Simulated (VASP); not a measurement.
# Rh (Fm-3m) in VASP: further runs

The runs below take Rh through single point, relaxation of cell and atoms, with r2SCAN.

Program: VASP 6.6.1. These are calculated values, not measurements. Logs are shortened: lines on timing, memory, paths and dates and some standing lists are left out, and cuts for length are marked.

### 1 The cell of the first run

It takes space group Fm-3m (No. 225, cubic). Conventional cell: a = 3.800 Å, b = 3.800 Å, c = 3.800 Å, α = 90.00°, β = 90.00°, γ = 90.00°. Within 3.5 Å of Rh (site symmetry m-3m) lie 12 Rh at 2.69 Å.

### 2 Single point, r2SCAN

The input, POSCAR:

```
Rh
1.0
    0.0000000000      1.8999513062      1.8999513062
    1.8999513062      0.0000000000      1.8999513062
    1.8999513062      1.8999513062      0.0000000000
Rh
1
Direct
    0.0000000000      0.0000000000      0.0000000000
```

The input, INCAR.step1:

```
SYSTEM = Rh
  PREC = Accurate
  ENCUT = 520
  ISMEAR = 0
  SIGMA = 0.15
  LREAL = .FALSE.
  LASPH = .TRUE.
  NELM = 80
  NBANDS = 14
  GGA = PE
  ALGO = Normal
  EDIFF = 1E-4
  LWAVE = .TRUE.
  LCHARG = .FALSE.
```

The input, INCAR.step2:

```
SYSTEM = Rh
  PREC = Accurate
  ENCUT = 520
  EDIFF = 1E-6
  ISMEAR = 0
  SIGMA = 0.15
  LREAL = .FALSE.
  LASPH = .TRUE.
  NELM = 80
  ALGO = Normal
  ISIF = 2
  LWAVE = .FALSE.
  LCHARG = .TRUE.
  METAGGA = R2SCAN
  LMIXTAU = .TRUE.
  LELF = .TRUE.
  LVHAR = .TRUE.
  NBANDS = 14
  ISTART = 1
```

The input, KPOINTS:

```
Automatic mesh
0
G
  28 28 28
  0 0 0
```

Potentials or basis: VASP PAW PBE potentials, release 64 (Rh_pv).

Started as:

```console
$ cat potpaw_PBE.64/Rh_pv/POTCAR > POTCAR
$ cp INCAR.step1 INCAR
$ mpirun -np 1 vasp_std > vasp.out
$ cp INCAR.step2 INCAR
$ mpirun -np 1 vasp_std > vasp.out
```

OUTCAR:

```text
SYSTEM = Rh
   PREC = Accurate
   ENCUT = 520
   EDIFF = 1E-6
   ISMEAR = 0
   LREAL = .FALSE.
   LASPH = .TRUE.
   NELM = 80
   ISIF = 2
   METAGGA = R2SCAN
   ISTART = 1

 ion  position               nearest neighbor table
   1  0.000  0.000  0.000-

  LATTYP: Found a face centered cubic cell.
 ALAT       =     3.7999026124

  Lattice vectors:

 A1 = (   0.0000000000,   1.8999513062,   1.8999513062)
 A2 = (   1.8999513062,   0.0000000000,   1.8999513062)
 A3 = (   1.8999513062,   1.8999513062,   0.0000000000)

Analysis of symmetry for initial positions (statically):
=====================================================================
 Subroutine PRICEL returns:
 Original cell was already a primitive cell.

 Routine SETGRP: Setting up the symmetry group for a
 face centered cubic supercell.

 Subroutine GETGRP returns: Found 48 space group operations
 (whereof 48 operations were pure point group operations)
 out of a pool of 48 trial point group operations.

The static configuration has the point symmetry O_h .

Analysis of symmetry for dynamics (positions and initial velocities):
=====================================================================
 Subroutine PRICEL returns:
 Original cell was already a primitive cell.

 Routine SETGRP: Setting up the symmetry group for a
 face centered cubic supercell.

 Subroutine GETGRP returns: Found 48 space group operations
 (whereof 48 operations were pure point group operations)
 out of a pool of 48 trial point group operations.

The dynamic configuration has the point symmetry O_h .

 Subroutine INISYM returns: Found 48 space group operations
 (whereof 48 operations are pure point group operations),
 and found     1 'primitive' translations

----------------------------------------------------------------------------------------

                                     Primitive cell

  volume of cell :      13.7169

  direct lattice vectors                    reciprocal lattice vectors
     0.000000000  1.899951306  1.899951306    -0.263164639  0.263164639  0.263164639
     1.899951306  0.000000000  1.899951306     0.263164639 -0.263164639  0.263164639
     1.899951306  1.899951306  0.000000000     0.263164639  0.263164639 -0.263164639

  length of vectors
     2.686936905  2.686936905  2.686936905     0.455814526  0.455814526  0.455814526

  position of ions in fractional coordinates (direct lattice)
     0.000000000  0.000000000  0.000000000

  ion indices of the primitive-cell ions
   primitive index   ion index
                 1           1

[... 83 lines left out ...]
   NUPDOWN=      -1.0000    fix difference up-down
   EMIN   =  10.00;   EMAX   =-10.00  energy-range for DOS
   EFERMI =   0.00;   METHOD = LEGACY
   ISMEAR =     0;   SIGMA  =   0.15  broadening in eV -4-tet -1-fermi 0-gaus
   EFERMI_NEDOS =   21; number of points for ismear=-14 and -15
   IALGO  =     38    algorithm
   IMIX   =      4    mixing-type and parameters
     AMIX     =   0.40;   BMIX     =  1.00
     AMIX_MAG =   1.60;   BMIX_MAG =  1.00
  volume/ion in A,a.u.               =      13.72        92.57
  Fermi-wavevector in a.u.,A,eV,Ry     =   1.686629  3.187266 38.704709  2.844716
  Thomas-Fermi vector in A             =   2.769259
   LORBIT       =      0    0 simple, 1 ext, 2 COOP (PROOUT), +10 PAW based schemes
   METAGGA = R2SCAN    functional components
   LHFCALC =     F    Hartree Fock is set to
   AEXX    =    0.0000 exact exchange contribution
   IVDW    =     0    specifies the selected vdW correction
   LEPSILON=     F    determine dielectric tensor
   LRPA    =     F    only Hartree local field effects (RPA)
 non-spin polarized calculation
 Gauss-broadening in eV      SIGMA  =   0.15
  energy-cutoff  :      520.00
  volume of cell :       13.72
 maximum number of plane-waves:       380
   NGX =  9   NGY =  9   NGZ =  9

 number of electron      15.0000007 magnetization

 Free energy of the ion-electron system (eV)
  ---------------------------------------------------
  ext. energy  EPLUGINS =         0.00000000
  ---------------------------------------------------
  free energy    TOTEN  =       -24.14440933 eV

  energy without entropy =      -24.13023227  energy(sigma->0) =      -24.13732080

 E-fermi :  11.7751     XC(G=0): -15.2222

 val. band max:       11.7717677053   @ k =  -0.4643   0.0357   0.0000
 cond. band min:      11.7770462755   @ k =   0.4286   0.3571   0.0714
 fundamental gap:      0.0052785702
 Fermi energy:        11.7750685595

 k-point     1 :       0.0000    0.0000    0.0000
  band No.  band energies     occupation
      1     -36.0138      2.00000
      2     -36.0138      2.00000
      3     -36.0138      2.00000
      4       3.5786      2.00000
      5       8.5939      2.00000
      6       8.5939      2.00000
      7       8.5939      2.00000
      8      10.7023      2.00000
      9      10.7023      2.00000
     10      28.4903      0.00000
     11      29.1630      0.00000
     12      34.2558      0.00000
     13      34.2558      0.00000
     14      34.2558      0.00000
[... 377 lines left out ...]
      1     -36.5609      2.00000
      2     -36.0982      2.00000
      3     -36.0874      2.00000
      4       5.6584      2.00000
      5       8.7831      2.00000
      6       8.8687      2.00000
      7       9.2173      2.00000
      8      11.2791      2.00000
      9      11.5065      1.98865
     10      25.6912      0.00000
     11      29.1629      0.00000
     12      29.6270      0.00000
     13      36.0426      0.00000
     14      37.3848      0.00000

 [... further k-points ...]

------------------------ aborting loop because EDIFF is reached ----------------------------------------

  FORCE on cell =-STRESS in cart. coord.  units (eV):
  Direction    XX          YY          ZZ          XY          YZ          ZX
  --------------------------------------------------------------------------------------
  -------------------------------------------------------------------------------------
  Total        0.1101980      0.1101980      0.1101980     -0.0000000     -0.0000000      0.0000000
  in kB       12.8714311     12.8714311     12.8714311     -0.0000000     -0.0000000      0.0000000
  external PRESSURE =      12.8714311 kB  Pullay stress =       0.0000000 kB

 VOLUME and BASIS-vectors are now :
 -----------------------------------------------------------------------------
  energy-cutoff  :      520.00
  volume of cell :       13.72
      direct lattice vectors                 reciprocal lattice vectors
     0.000000000  1.899951306  1.899951306    -0.263164639  0.263164639  0.263164639
     1.899951306  0.000000000  1.899951306     0.263164639 -0.263164639  0.263164639
     1.899951306  1.899951306  0.000000000     0.263164639  0.263164639 -0.263164639

 POSITION                                       TOTAL-FORCE (eV/Angst)
 -----------------------------------------------------------------------------------
      0.00000      0.00000      0.00000         0.000000     -0.000000     -0.000000
 -----------------------------------------------------------------------------------
    total drift:                                0.000000      0.000000      0.000000

  FREE ENERGIE OF THE ION-ELECTRON SYSTEM (eV)
  ---------------------------------------------------
  free  energy   TOTEN  =       -24.1444093297 eV

  energy  without entropy=      -24.1302322671  energy(sigma->0) =      -24.13732080
```

OSZICAR.step1:

```text
N       E                     dE             d eps       ncg     rms          rms(c)
DAV:   1     0.120607786219E+03    0.12061E+03   -0.87394E+03 17568   0.115E+03
DAV:   2    -0.617103055235E+01   -0.12678E+03   -0.12117E+03 19560   0.342E+02
DAV:   3    -0.775149158044E+01   -0.15805E+01   -0.15778E+01 20742   0.418E+01
DAV:   4    -0.775733402992E+01   -0.58424E-02   -0.58422E-02 20088   0.261E+00
DAV:   5    -0.775738526831E+01   -0.51238E-04   -0.51236E-04 20376   0.215E-01    0.102E+01
DAV:   6    -0.727949359432E+01    0.47789E+00   -0.79444E-01 18486   0.124E+01    0.358E+00
DAV:   7    -0.726276311683E+01    0.16730E-01   -0.17647E-02 20352   0.164E+00    0.168E+00
DAV:   8    -0.725943618419E+01    0.33269E-02   -0.35369E-03 18468   0.800E-01    0.214E-01
DAV:   9    -0.725927960641E+01    0.15658E-03   -0.11016E-04 11970   0.149E-01    0.114E-02
DAV:  10    -0.725928125405E+01   -0.16476E-05   -0.61179E-06  8904   0.304E-02
   1 F= -.72592813E+01 E0= -.72519417E+01  d E =-.146791E-01
```

Run time: 7.7 min. Hardware: 1 thread of Intel Xeon 8259CL, shared host; peak memory 0.22 GiB.

What came out:

```
Free energy            : -24.1444 eV
Pressure               : 1.3 GPa
Band gap on the k mesh : zero (an odd number of electrons rules out a gap without spin polarisation)
```

Caveat: the PAW data sets were made with another functional, which shifts forces and pressure a little.

### 3 Single point, r2SCAN

POSCAR is that of step 2.

The input, INCAR.step1:

```
PREC = Accurate
ENCUT = 520
ISMEAR = 0
SIGMA = 0.15
LREAL = False
LASPH = True
NELM = 80
NBANDS = 14
GGA = PE
ALGO = Normal
EDIFF = 1E-4
LWAVE = True
LCHARG = False
```

The input, INCAR.step2:

```
PREC = Accurate
ENCUT = 520
EDIFF = 1E-6
ISMEAR = 0
SIGMA = 0.15
LREAL = False
LASPH = True
NELM = 80
ALGO = Normal
ISIF = 2
LWAVE = False
LCHARG = False
METAGGA = R2SCAN
LMIXTAU = True
NBANDS = 14
ISTART = 1
```

The input, KPOINTS:

```
Automatic mesh
0
Gamma
  30 30 30
```

Potentials or basis: VASP PAW PBE potentials, release 64 (Rh_pv).

Started as:

```console
$ cat potpaw_PBE.64/Rh_pv/POTCAR > POTCAR
$ cp INCAR.step1 INCAR
$ mpirun -np 1 vasp_std > vasp.out
$ cp INCAR.step2 INCAR
$ mpirun -np 1 vasp_std > vasp.out
```

OUTCAR:

```text
PREC = Accurate
   ENCUT = 520
   EDIFF = 1E-6
   ISMEAR = 0
   LREAL = False
   LASPH = True
   NELM = 80
   ISIF = 2
   METAGGA = R2SCAN
   ISTART = 1

 ion  position               nearest neighbor table
   1  0.000  0.000  0.000-

  LATTYP: Found a face centered cubic cell.
 ALAT       =     3.7999026124

  Lattice vectors:

 A1 = (   0.0000000000,   1.8999513062,   1.8999513062)
 A2 = (   1.8999513062,   0.0000000000,   1.8999513062)
 A3 = (   1.8999513062,   1.8999513062,   0.0000000000)

Analysis of symmetry for initial positions (statically):
=====================================================================
 Subroutine PRICEL returns:
 Original cell was already a primitive cell.

 Routine SETGRP: Setting up the symmetry group for a
 face centered cubic supercell.

 Subroutine GETGRP returns: Found 48 space group operations
 (whereof 48 operations were pure point group operations)
 out of a pool of 48 trial point group operations.

The static configuration has the point symmetry O_h .

Analysis of symmetry for dynamics (positions and initial velocities):
=====================================================================
 Subroutine PRICEL returns:
 Original cell was already a primitive cell.

 Routine SETGRP: Setting up the symmetry group for a
 face centered cubic supercell.

 Subroutine GETGRP returns: Found 48 space group operations
 (whereof 48 operations were pure point group operations)
 out of a pool of 48 trial point group operations.

The dynamic configuration has the point symmetry O_h .

 Subroutine INISYM returns: Found 48 space group operations
 (whereof 48 operations are pure point group operations),
 and found     1 'primitive' translations

----------------------------------------------------------------------------------------

                                     Primitive cell

  volume of cell :      13.7169

  direct lattice vectors                    reciprocal lattice vectors
     0.000000000  1.899951306  1.899951306    -0.263164639  0.263164639  0.263164639
     1.899951306  0.000000000  1.899951306     0.263164639 -0.263164639  0.263164639
[... 113 lines left out ...]
   LRPA    =     F    only Hartree local field effects (RPA)
 non-spin polarized calculation
 Gauss-broadening in eV      SIGMA  =   0.15
  energy-cutoff  :      520.00
  volume of cell :       13.72
 maximum number of plane-waves:       380
   NGX =  9   NGY =  9   NGZ =  9

 number of electron      15.0000007 magnetization

 Free energy of the ion-electron system (eV)
  ---------------------------------------------------
  ext. energy  EPLUGINS =         0.00000000
  ---------------------------------------------------
  free energy    TOTEN  =       -24.14431797 eV

  energy without entropy =      -24.13063001  energy(sigma->0) =      -24.13747399

 E-fermi :  11.7723     XC(G=0): -15.2227

 val. band max:       11.7710805540   @ k =   0.3333   0.1333   0.0000
 cond. band min:      11.7732584650   @ k =   0.5000   0.4000   0.1000
 fundamental gap:      0.0021779109
 Fermi energy:        11.7723042066

 k-point     1 :       0.0000    0.0000    0.0000
  band No.  band energies     occupation
      1     -36.0154      2.00000
      2     -36.0154      2.00000
      3     -36.0154      2.00000
      4       3.5784      2.00000
      5       8.5930      2.00000
      6       8.5930      2.00000
      7       8.5930      2.00000
      8      10.7011      2.00000
      9      10.7011      2.00000
     10      28.4902      0.00000
     11      29.1596      0.00000
     12      34.2558      0.00000
     13      34.2559      0.00000
     14      34.2559      0.00000
[... 377 lines left out ...]
      1     -36.4337      2.00000
      2     -36.0815      2.00000
      3     -36.0698      2.00000
      4       5.4957      2.00000
      5       8.4670      2.00000
      6       8.9436      2.00000
      7       8.9798      2.00000
      8      10.8035      2.00000
      9      11.1046      2.00000
     10      27.4993      0.00000
     11      29.1595      0.00000
     12      30.1568      0.00000
     13      36.4655      0.00000
     14      37.8757      0.00000

 [... further k-points ...]

------------------------ aborting loop because EDIFF is reached ----------------------------------------

  FORCE on cell =-STRESS in cart. coord.  units (eV):
  Direction    XX          YY          ZZ          XY          YZ          ZX
  --------------------------------------------------------------------------------------
  -------------------------------------------------------------------------------------
  Total        0.1091853      0.1091853      0.1091853      0.0000000      0.0000000      0.0000000
  in kB       12.7531486     12.7531486     12.7531486      0.0000000      0.0000000      0.0000000
  external PRESSURE =      12.7531486 kB  Pullay stress =       0.0000000 kB

 VOLUME and BASIS-vectors are now :
 -----------------------------------------------------------------------------
  energy-cutoff  :      520.00
  volume of cell :       13.72
      direct lattice vectors                 reciprocal lattice vectors
     0.000000000  1.899951306  1.899951306    -0.263164639  0.263164639  0.263164639
     1.899951306  0.000000000  1.899951306     0.263164639 -0.263164639  0.263164639
     1.899951306  1.899951306  0.000000000     0.263164639  0.263164639 -0.263164639

 POSITION                                       TOTAL-FORCE (eV/Angst)
 -----------------------------------------------------------------------------------
      0.00000      0.00000      0.00000         0.000000      0.000000      0.000000
 -----------------------------------------------------------------------------------
    total drift:                                0.000000     -0.000000     -0.000000

  FREE ENERGIE OF THE ION-ELECTRON SYSTEM (eV)
  ---------------------------------------------------
  free  energy   TOTEN  =       -24.1443179744 eV

  energy  without entropy=      -24.1306300074  energy(sigma->0) =      -24.13747399
```

OSZICAR.step1:

```text
N       E                     dE             d eps       ncg     rms          rms(c)
DAV:   1     0.121338432540E+03    0.12134E+03   -0.87678E+03 21154   0.115E+03
DAV:   2    -0.616609877713E+01   -0.12750E+03   -0.12196E+03 23570   0.342E+02
DAV:   3    -0.775228806435E+01   -0.15862E+01   -0.15835E+01 24890   0.419E+01
DAV:   4    -0.775812968262E+01   -0.58416E-02   -0.58413E-02 24242   0.261E+00
DAV:   5    -0.775818092783E+01   -0.51245E-04   -0.51245E-04 24584   0.216E-01    0.102E+01
DAV:   6    -0.727949479670E+01    0.47869E+00   -0.79747E-01 22250   0.124E+01    0.358E+00
DAV:   7    -0.726270261649E+01    0.16792E-01   -0.17846E-02 24626   0.165E+00    0.168E+00
DAV:   8    -0.725937340322E+01    0.33292E-02   -0.36089E-03 22310   0.808E-01    0.216E-01
DAV:   9    -0.725921127485E+01    0.16213E-03   -0.11851E-04 14596   0.154E-01    0.115E-02
DAV:  10    -0.725921294278E+01   -0.16679E-05   -0.62191E-06 10810   0.307E-02
   1 F= -.72592129E+01 E0= -.72520395E+01  d E =-.143468E-01
```

Run time: 11 min. Hardware: 1 thread of Intel Xeon 8259CL, shared host; peak memory 0.24 GiB.

Results:

| Property | Result |
| --- | --- |
| Free energy | -24.1443 eV |
| Pressure | 1.3 GPa |
| Band gap on the k mesh | zero (an odd number of electrons rules out a gap without spin polarisation) |

Caveat: the PAW data sets were made with another functional, which shifts forces and pressure a little.

[end of part 1 of 2]
